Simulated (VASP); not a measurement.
WS2: single point with PBE+D3(BJ)

The system is WS2, a slab with vacuum.

```xyz
12
Lattice="6.3144 0.0000 0.0000 -3.1572 5.4684 0.0000 0.0000 0.0000 23.7586" Properties=species:S:1:pos:R:3 pbc="T T T"
S     3.1572    1.8228    8.0000
S     1.5786    4.5570    8.0000
S     0.0000    1.8228    8.0000
S    -1.5786    4.5570    8.0000
S     3.1550    1.8243   11.1518
S     1.5784    4.5540   11.1513
S     0.0024    1.8238   11.1519
S    -1.5786    4.5567   11.1555
W     1.5787    0.9102    9.5769
W    -0.0010    3.6460    9.5768
W     4.7358    0.9113    9.5783
W     3.1581    3.6461    9.5767
```

| Item | Value |
| --- | --- |
| Program | VASP 6.6.1 |
| Task | single point |
| Functional | PBE |
| Dispersion | D3(BJ) |
| Potentials or basis | VASP PAW PBE potentials, release 64 (S, W_sv) |
| Cutoff | 400 eV |
| k mesh | 3 × 3 × 1 |
| Occupations | gaussian, width 0.05 eV |
| Spin | no spin polarisation |
| Dipole correction | yes |
| Further INCAR settings | ALGO = Normal; EDIFF = 1e-06; NBANDS = 64; NELMDL = -8 |

```yaml
Largest_force: 0.062 eV/Å
Band_gap_on_the_k_mesh: 1.93 eV
Dispersion_energy_per_atom: -0.311 eV
```

Forces on the atoms (eV/Å):
```
S    0.005 -0.004  0.000
S   -0.001  0.006 -0.001
S   -0.005 -0.006  0.001
S    0.000  0.000 -0.019
S    0.029 -0.020  0.043
S    0.002  0.038  0.050
S   -0.031 -0.016  0.041
S    0.000  0.003 -0.002
W   -0.001  0.017 -0.025
W    0.014 -0.010 -0.025
W    0.001  0.001 -0.039
W   -0.014 -0.009 -0.025
```

Levels at points of the mesh, in eV from the valence-band top:
```
           k point  band 49  band 50  band 51  band 52  band 53  band 54  band 55  band 56
(0.00, 0.00, 0.00)    -0.97    -0.96    -0.96    -0.15     2.94     2.94     2.96     2.96
```

Run time: 4.4 min on 1 thread of AMD EPYC 9R45 96-Core Processor (Zen 5), on a shared host, peak memory 0.59 GiB.

Caveat: spin-orbit coupling is left out, which moves the levels of the heavy elements.
